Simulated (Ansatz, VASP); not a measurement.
## BaS: VASP beside Ansatz

The input INCAR:

```
SYSTEM = BaS
  PREC = Accurate
  ENCUT = 520
  EDIFF = 1E-6
  ISMEAR = -1
  SIGMA = 0.02
  LREAL = .FALSE.
  LASPH = .TRUE.
  NELM = 80
  ALGO = Normal
  ISIF = 2
  LWAVE = .FALSE.
  LCHARG = .FALSE.
  GGA = PE
  NBANDS = 15
```

Contents of KPOINTS:

```
regular mesh
0
G
  8 8 8
  0 0 0
```

The input POSCAR:

```
BaS
1.0
    0.0000000000      3.2119099333      3.2119099333
    3.2119099333      0.0000000000      3.2119099333
    3.2119099333      3.2119099333      0.0000000000
Ba S
1 1
Direct
    0.0000000000      0.0000000000      0.0000000000
    0.5000000000      0.5000000000      0.5000000000
```

Input for Ansatz:

```yaml
crystal:
  lattice:
    - [0.0, 3.2119099333, 3.2119099333]
    - [3.2119099333, 0.0, 3.2119099333]
    - [3.2119099333, 3.2119099333, 0.0]
  atoms:
    - { symbol: Ba, position: [0.0, 0.0, 0.0] }
    - { symbol: S, position: [0.5, 0.5, 0.5] }
kpoints:
  mp_grid: { grid: [8, 8, 8] }
  band_path:
    path:
      - [[0.0, 0.0, 0.0], [0.5, 0.0, 0.5], [0.625, 0.25, 0.625]]
      - [[0.375, 0.375, 0.75], [0.0, 0.0, 0.0], [0.5, 0.5, 0.5], [0.5, 0.25, 0.75], [0.5, 0.0, 0.5]]
    npoints: 10
hamiltonian:
  xc: pbe
scf:
  occupations: { method: fermi_dirac, width: 0.02 }
  n_extra_bands: 4
output:
  forces: true
  stress: true
  eigenvalues: true
```

Alike in both runs: task single point; functional PBE; k mesh 8 × 8 × 8; occupations fermi-dirac, width 0.02 eV; no spin polarisation.

```csv
,VASP,Ansatz
version,VASP 6.6.1,Ansatz 0.2.0
potentials or method,"VASP PAW PBE potentials, release 64 (Ba_sv, S)","plane waves, PAW"
plane-wave cutoff (eV),520,420
valence electrons in the cell,16,16
```

VASP gave:

| Property | Result |
| --- | --- |
| gap on the k mesh at the Fermi level (eV) | 2.14 |
| pressure (GPa) | 0.6 |

Task: Estimate Ansatz's values.

Result: gap on the k mesh at the Fermi level (eV): 2.23; pressure (GPa): 0.1.

Neither program's run includes spin-orbit coupling.
